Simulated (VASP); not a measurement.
# BeCu2GeSe4 (I-4) in VASP: further runs, part 2 of 2

VASP 6.6.1. Earlier steps stand in the parts before.

## (5) Single point, PBE (20.23 Å³/atom)

This run uses another cell than the first one, of 20.23 Å³/atom.

File INCAR:

```
SYSTEM = BeCu2GeSe4
  PREC = Accurate
  ENCUT = 520
  EDIFF = 1E-6
  ISMEAR = 0
  SIGMA = 0.01
  LREAL = .False.
  LASPH = .True.
  NELM = 100
  ALGO = Normal
  ISIF = 2
  LWAVE = .False.
  LCHARG = .True.
  GGA = PE
  LELF = .True.
  LVHAR = .True.
  NBANDS = 41
```

File KPOINTS:

```
Automatic mesh
0
Gamma
  6 6 6
  0 0 0
```

File POSCAR:

```
BeCu2GeSe4
1.0
   -2.7488574003      2.7488574003      5.3541287227
    2.7488574003     -2.7488574003      5.3541287227
    2.7488574003      2.7488574003     -5.3541287227
Cu Be Ge Se
2 1 1 4
Direct
    0.0000000000      0.0000000000      0.0000000000
    0.7500000000      0.2500000000      0.5000000000
    0.2500000000      0.7500000000      0.5000000000
    0.5000000000      0.5000000000      0.0000000000
    0.1279573521      0.6316885860      1.0251486761
    0.3683114140      0.3934600901      0.4962687661
    0.6065399099      0.1028086761     -0.0251486761
    0.8971913239      0.8720426479      0.5037312339
```

Run with:

```bash
$ cat potpaw_PBE.64/Cu/POTCAR potpaw_PBE.64/Be/POTCAR potpaw_PBE.64/Ge_d/POTCAR potpaw_PBE.64/Se/POTCAR > POTCAR
$ mpirun -np 1 vasp_std > vasp.out
```

Run time: 3.2 min. Hardware: 1 thread of Intel Xeon 6975P-C (Granite Rapids), shared host; peak memory 0.49 GiB.

It converged, with:

| Property | Result |
| --- | --- |
| Free energy | -32.7558 eV |
| Pressure | 2.3 GPa |
| Largest force | 0.034 eV/Å |
| Band gap on the k mesh | 0.35 eV (least direct gap 0.38 eV) |

Forces in eV/Å, atoms in the order of the input:
```
Cu   0.000  0.000  0.000
Cu   0.000  0.000  0.000
Be   0.000  0.000  0.000
Ge   0.000  0.000  0.000
Se   0.024  0.011 -0.021
Se   0.011 -0.024  0.021
Se  -0.024 -0.011 -0.021
Se  -0.011  0.024  0.021
```

Stress tensor (GPa, compression positive):
```
2.33 0.00 0.00
0.00 2.33 0.00
0.00 0.00 2.25
```

Levels at points of the mesh, in eV from the valence-band top:
| k point | band 29 | band 30 | band 31 | band 32 | band 33 | band 34 |
| --- | --- | --- | --- | --- | --- | --- |
| (0.00, 0.00, 0.00) | -0.11 | -0.11 | 0.00 | 0.38 | 1.74 | 2.91 |
| (0.50, 0.00, 0.00) | -1.31 | -1.12 | -0.55 | 1.37 | 2.75 | 3.20 |
| (0.50, 0.50, 0.00) | -0.81 | -0.58 | -0.40 | 0.35 | 2.62 | 2.87 |
| (0.50, 0.50, 0.50) | -1.16 | -0.94 | -0.94 | 0.86 | 1.83 | 1.83 |

Caveat: semilocal functionals underestimate gaps, and a narrow one can read as zero.

## (6) Single point, PBE

This run uses another cell than the first one, of 20.25 Å³/atom.

File INCAR:

```
SYSTEM = BeCu2GeSe4
PREC = Accurate
ENCUT = 520
EDIFF = 1E-6
ISMEAR = 0
SIGMA = 0.01
LREAL = .FALSE.
LASPH = .TRUE.
NELM = 80
ALGO = Normal
ISIF = 2
LWAVE = .FALSE.
LCHARG = .FALSE.
GGA = PE
NBANDS = 41
```

File KPOINTS:

```
regular mesh
0
G
  6 6 6
  0 0 0
```

File POSCAR:

```
BeCu2GeSe4
1.0
   -2.7517368354      2.7517368354      5.3496265519
    2.7517368354     -2.7517368354      5.3496265519
    2.7517368354      2.7517368354     -5.3496265519
Cu Be Ge Se
2 1 1 4
Direct
    0.0000000000      0.0000000000      0.0000000000
    0.7500000000      0.2500000000      0.5000000000
    0.2500000000      0.7500000000      0.5000000000
    0.5000000000      0.5000000000      0.0000000000
    0.1299135853      0.6303946154      1.0236232207
    0.3696053846      0.3932286054      0.4995189700
    0.6067713946      0.1062903646     -0.0236232207
    0.8937096354      0.8700864147      0.5004810300
```

Potentials or basis: VASP PAW PBE potentials, release 64 (Cu, Be, Ge_d, Se).

Run with:

```bash
$ cat potpaw_PBE.64/Cu/POTCAR potpaw_PBE.64/Be/POTCAR potpaw_PBE.64/Ge_d/POTCAR potpaw_PBE.64/Se/POTCAR > POTCAR
$ mpirun -np 1 vasp_std > vasp.out
```

It took 3.3 min on 1 thread of Intel Xeon 6975P-C (Granite Rapids), shared host; peak memory 0.49 GiB.

It converged, with:

| Item | Value |
| --- | --- |
| Free energy | -32.7497 eV |
| Pressure | 2.3 GPa |
| Largest force | 0.227 eV/Å |
| Band gap on the k mesh | 0.42 eV (least direct gap 0.43 eV) |

Forces on the atoms (eV/Å):
```
Cu   0.000  0.000  0.000
Cu   0.000  0.000  0.000
Be   0.000  0.000  0.000
Ge   0.000  0.000  0.000
Se   0.157 -0.033 -0.160
Se  -0.033 -0.157  0.160
Se  -0.157  0.033 -0.160
Se   0.033  0.157  0.160
```

Levels at points of the mesh, in eV from the valence-band top:
```
           k point  band 27  band 28  band 29  band 30  band 31  band 32  band 33  band 34  band 35  band 36
(0.00, 0.00, 0.00)    -1.72    -1.60    -0.12    -0.12     0.00     0.43     1.72     2.90     3.30     3.30
(0.50, 0.00, 0.00)    -1.47    -1.39    -1.30    -1.10    -0.56     1.45     2.78     3.21     4.18     4.40
(0.50, 0.50, 0.00)    -1.47    -0.82    -0.81    -0.58    -0.42     0.42     2.60     2.85     3.68     3.89
(0.50, 0.50, 0.50)    -1.34    -1.29    -1.14    -0.94    -0.94     0.95     1.84     1.84     2.31     3.49
```

Caveat: semilocal functionals underestimate gaps, and a narrow one can read as zero.

## (7) Single point, PBE

This run uses another cell than the first one, of 20.85 Å³/atom.

File INCAR:

```
SYSTEM = BeCu2GeSe4
ALGO     = Normal         ! electronic algorithm
EDIFF    = 1E-6           ! SCF threshold, eV
ENCUT    = 520            ! plane-wave cutoff, eV
GGA      = PE             ! functional
ISIF     = 2              ! what is computed and relaxed
ISMEAR   = 0              ! smearing method
LASPH    = .TRUE.         ! aspherical terms in the spheres
LCHARG   = .FALSE.        ! write CHGCAR
LREAL    = .FALSE.        ! projectors in reciprocal space
LWAVE    = .FALSE.        ! write WAVECAR
NBANDS   = 41             ! bands
NELM     = 60             ! most SCF steps
PREC     = Accurate       ! precision mode
SIGMA    = 0.01           ! smearing width, eV
```

File KPOINTS:

```
k-points
0
G
  6 6 6
  0 0 0
```

File POSCAR:

```
BeCu2GeSe4
1.0
   -2.7769089031      2.7769089031      5.4087664629
    2.7769089031     -2.7769089031      5.4087664629
    2.7769089031      2.7769089031     -5.4087664629
Cu Be Ge Se
2 1 1 4
Direct
    0.0000000000      0.0000000000      0.0000000000
    0.7500000000      0.2500000000      0.5000000000
    0.2500000000      0.7500000000      0.5000000000
    0.5000000000      0.5000000000      0.0000000000
    0.1279573521      0.6316885860      1.0251486761
    0.3683114140      0.3934600901      0.4962687661
    0.6065399099      0.1028086761     -0.0251486761
    0.8971913239      0.8720426479      0.5037312339
```

Potentials or basis: VASP PAW PBE potentials, release 64 (Cu, Be, Ge_d, Se).

Run with:

```bash
$ cat potpaw_PBE.64/Cu/POTCAR potpaw_PBE.64/Be/POTCAR potpaw_PBE.64/Ge_d/POTCAR potpaw_PBE.64/Se/POTCAR > POTCAR
$ mpirun -np 1 vasp_std > vasp.out
```

OUTCAR:

```text
SYSTEM = BeCu2GeSe4
   EDIFF = 1E-6
   ENCUT = 520
   GGA = PE
   ISIF = 2
   ISMEAR = 0
   LASPH = .TRUE.
   LREAL = .FALSE.
   NELM = 60
   PREC = Accurate

 ion  position               nearest neighbor table
   1  0.000  0.000  0.000-   8 2.42   7 2.42   6 2.42   5 2.42
   2  0.750  0.250  0.500-   8 2.42   5 2.42   6 2.42   7 2.42
   3  0.250  0.750  0.500-   5 2.26   6 2.26   7 2.26   8 2.26
   4  0.500  0.500  0.000-   7 2.45   8 2.45   6 2.45   5 2.45
   5  0.128  0.632  0.025-   3 2.26   2 2.42   1 2.42   4 2.45
   6  0.368  0.393  0.496-   3 2.26   2 2.42   1 2.42   4 2.45
   7  0.607  0.103  0.975-   3 2.26   2 2.42   1 2.42   4 2.45
   8  0.897  0.872  0.504-   3 2.26   2 2.42   1 2.42   4 2.45

  LATTYP: Found a body centered tetragonal cell.
 ALAT       =     5.5538178062
 C/A-ratio  =     1.9477651776

  Lattice vectors:

 A1 = (  -2.7769089031,   2.7769089031,   5.4087664629)
 A2 = (   2.7769089031,  -2.7769089031,   5.4087664629)
 A3 = (   2.7769089031,   2.7769089031,  -5.4087664629)

Analysis of symmetry for initial positions (statically):
=====================================================================
 Subroutine PRICEL returns:
 Original cell was already a primitive cell.

 Routine SETGRP: Setting up the symmetry group for a
 body centered tetragonal supercell.

 Subroutine GETGRP returns: Found  4 space group operations
 (whereof  4 operations were pure point group operations)
 out of a pool of 16 trial point group operations.

The static configuration has the point symmetry S_4 .

Analysis of symmetry for dynamics (positions and initial velocities):
=====================================================================
 Subroutine PRICEL returns:
 Original cell was already a primitive cell.

 Routine SETGRP: Setting up the symmetry group for a
[... 141 lines left out ...]
  Thomas-Fermi vector in A             =   2.313359
   LORBIT       =      0    0 simple, 1 ext, 2 COOP (PROOUT), +10 PAW based schemes
   GGA     = PE    functional components
   LHFCALC =     F    Hartree Fock is set to
   AEXX    =    0.0000 exact exchange contribution
   IVDW    =     0    specifies the selected vdW correction
   LEPSILON=     F    determine dielectric tensor
   LRPA    =     F    only Hartree local field effects (RPA)
 non-spin polarized calculation
 Gauss-broadening in eV      SIGMA  =   0.01
  energy-cutoff  :      520.00
  volume of cell :      166.83
 maximum number of plane-waves:      4544
 NGX is ok and might be reduce to    50
   NGX = 25   NGY = 25   NGZ = 25

 number of electron      62.0000020 magnetization

 Free energy of the ion-electron system (eV)
  ---------------------------------------------------
  ext. energy  EPLUGINS =         0.00000000
  ---------------------------------------------------
  free energy    TOTEN  =       -32.79406593 eV

  energy without entropy =      -32.79406593  energy(sigma->0) =      -32.79406593

 E-fermi :   4.0671     XC(G=0):  -9.5461

 val. band max:        3.9389919679   @ k =   0.0000   0.0000   0.0000
 cond. band min:       4.2037599277   @ k =   0.0000   0.0000   0.0000
 fundamental gap:      0.2647679598
 Fermi energy:         4.0671224882

 k-point     1 :       0.0000    0.0000    0.0000
  band No.  band energies     occupation
      1     -21.5642      2.00000
      2     -21.5600      2.00000
      3     -21.5600      2.00000
      4     -21.5406      2.00000
      5     -21.5326      2.00000
      6     -10.7062      2.00000
[... 1045 lines left out ...]
     40       9.7998      0.00000
     41      10.0872      0.00000

 [... further k-points ...]

------------------------ aborting loop because EDIFF is reached ----------------------------------------

  FORCE on cell =-STRESS in cart. coord.  units (eV):
  Direction    XX          YY          ZZ          XY          YZ          ZX
  --------------------------------------------------------------------------------------
  -------------------------------------------------------------------------------------
  Total        0.1704610      0.1704610      0.1419633     -0.0000002      0.0000000      0.0000000
  in kB        1.6370203      1.6370203      1.3633429     -0.0000015      0.0000000      0.0000000
  external PRESSURE =       1.5457945 kB  Pullay stress =       0.0000000 kB

 VOLUME and BASIS-vectors are now :
 -----------------------------------------------------------------------------
  energy-cutoff  :      520.00
  volume of cell :      166.83
      direct lattice vectors                 reciprocal lattice vectors
    -2.776908903  2.776908903  5.408766463     0.000000000  0.180056321  0.092442520
     2.776908903 -2.776908903  5.408766463     0.180056321  0.000000000  0.092442520
     2.776908903  2.776908903 -5.408766463     0.180056321  0.180056321  0.000000000

 POSITION                                       TOTAL-FORCE (eV/Angst)
 -----------------------------------------------------------------------------------
      0.00000      0.00000      0.00000        -0.000000     -0.000000     -0.000000
      0.00000      2.77691      2.70438        -0.000000     -0.000000      0.000000
      2.77691      0.00000      2.70438         0.000000     -0.000000      0.000000
      0.00000      0.00000      5.40877         0.000000     -0.000000     -0.000000
      1.46865     -1.32898      3.97272        -0.004430      0.017917      0.003206
      1.44793      1.30826      1.43604         0.017917      0.004430     -0.003206
      1.30826      4.10589     -1.43604         0.004430     -0.017917      0.003206
      1.32898      1.46865      6.84481        -0.017917     -0.004430     -0.003206
 -----------------------------------------------------------------------------------
    total drift:                               -0.000014     -0.000014     -0.000015

  FREE ENERGIE OF THE ION-ELECTRON SYSTEM (eV)
  ---------------------------------------------------
  free  energy   TOTEN  =       -32.7940659296 eV

  energy  without entropy=      -32.7940659296  energy(sigma->0) =      -32.79406593
```

OSZICAR:

```text
N       E                     dE             d eps       ncg     rms          rms(c)
DAV:   1     0.596094020927E+03    0.59609E+03   -0.26424E+04  3501   0.224E+03
DAV:   2     0.724836491455E+02   -0.52361E+03   -0.49585E+03  2969   0.621E+02
DAV:   3    -0.269643274026E+02   -0.99448E+02   -0.95430E+02  3692   0.191E+02
DAV:   4    -0.342463219264E+02   -0.72820E+01   -0.72046E+01  3805   0.553E+01
DAV:   5    -0.345541349093E+02   -0.30781E+00   -0.30741E+00  4255   0.117E+01    0.128E+01
DAV:   6    -0.353449132152E+02   -0.79078E+00   -0.35459E+01  4191   0.999E+01    0.103E+01
DAV:   7    -0.327452769965E+02    0.25996E+01   -0.93025E+00  4136   0.782E+01    0.405E+00
DAV:   8    -0.329058319740E+02   -0.16055E+00   -0.41485E+00  4839   0.291E+01    0.322E+00
DAV:   9    -0.327962811369E+02    0.10955E+00   -0.11133E+00  4408   0.194E+01    0.639E-01
DAV:  10    -0.327934656086E+02    0.28155E-02   -0.76272E-02  4414   0.584E+00    0.265E-01
DAV:  11    -0.327940327747E+02   -0.56717E-03   -0.10714E-02  4711   0.247E+00    0.203E-01
DAV:  12    -0.327939512300E+02    0.81545E-04   -0.37959E-03  4597   0.149E+00    0.635E-02
DAV:  13    -0.327940604554E+02   -0.10923E-03   -0.73797E-04  4398   0.299E-01    0.221E-02
DAV:  14    -0.327940618268E+02   -0.13714E-05   -0.71618E-05  4639   0.162E-01    0.882E-03
DAV:  15    -0.327940662814E+02   -0.44546E-05   -0.21026E-05  4215   0.695E-02    0.592E-03
DAV:  16    -0.327940659296E+02    0.35180E-06   -0.39355E-06  2970   0.416E-02
   1 F= -.32794066E+02 E0= -.32794066E+02  d E =-.130911E-75
```

stdout:

```text
POSCAR found type information on POSCAR CuBeGeSe
 POSCAR found :  4 types and       8 ions
 scaLAPACK will be used
 LDA part: xc-table for (Slater+PW92), standard interpolation
 POSCAR, INCAR and KPOINTS ok, starting setup
 FFT: planning ... GRIDC
 FFT: planning ... GRID_SOFT
 FFT: planning ... GRID
 WAVECAR not read
 entering main loop
```

Run time: 3.7 min. Hardware: 1 thread of Intel Xeon 6975P-C (Granite Rapids), shared host; peak memory 0.5 GiB.

What came out:

| Quantity | Value |
| --- | --- |
| Free energy | -32.7941 eV |
| Pressure | 0.2 GPa |
| Largest force | 0.019 eV/Å |
| Band gap on the k mesh | 0.26 eV |

Forces in eV/Å, atoms in the order of the input:
```
Cu   0.000  0.000  0.000
Cu   0.000  0.000  0.000
Be   0.000  0.000  0.000
Ge   0.000  0.000  0.000
Se  -0.004  0.018  0.003
Se   0.018  0.004 -0.003
Se   0.004 -0.018  0.003
Se  -0.018 -0.004 -0.003
```

Caveat: semilocal functionals underestimate gaps, and a narrow one can read as zero. A k mesh can miss the band edges.

## (8) The runs side by side

| level | cell | gap on the mesh (eV) | pressure (GPa) | largest force (eV/Å) |
| --- | --- | --- | --- | --- |
| r2SCAN | a = 6.549 Å, angles 130.8, 130.8, 72.1°, 8 atoms, atomic positions A | 0.72 | 2.5 | 0.05 |
| r2SCAN | a = 6.615 Å, angles 130.8, 130.8, 72.1°, 8 atoms, atomic positions A | 0.62 | 0.1 | 0.01 |
| PBE | a = 6.548 Å, angles 130.9, 130.9, 72.0°, 8 atoms, atomic positions B | 0.44 | 4.8 | 0.08 |
| PBE | a = 6.617 Å, angles 130.9, 130.9, 72.0°, 8 atoms, atomic positions B | 0.35 | 2.3 | 0.03 |
| PBE | a = 6.615 Å, angles 130.8, 130.8, 72.1°, 8 atoms, atomic positions A | 0.42 | 2.3 | 0.23 |
| PBE | a = 6.684 Å, angles 130.9, 130.9, 72.0°, 8 atoms, atomic positions B | 0.26 | 0.2 | 0.02 |

Alike in all rows: task single point; potentials or basis VASP PAW PBE potentials, release 64 (Cu, Be, Ge_d, Se); no spin polarisation; k mesh 6 × 6 × 6; cutoff (eV) 520; smearing gaussian 0.01 eV.

Caveats: semilocal functionals underestimate gaps, and a narrow one can read as zero; the PAW data sets were made with another functional, which shifts forces and pressure a little (at least some runs); the cell stands under pressure (at least some runs).

Absolute energies hang on the potentials; compare differences alone.
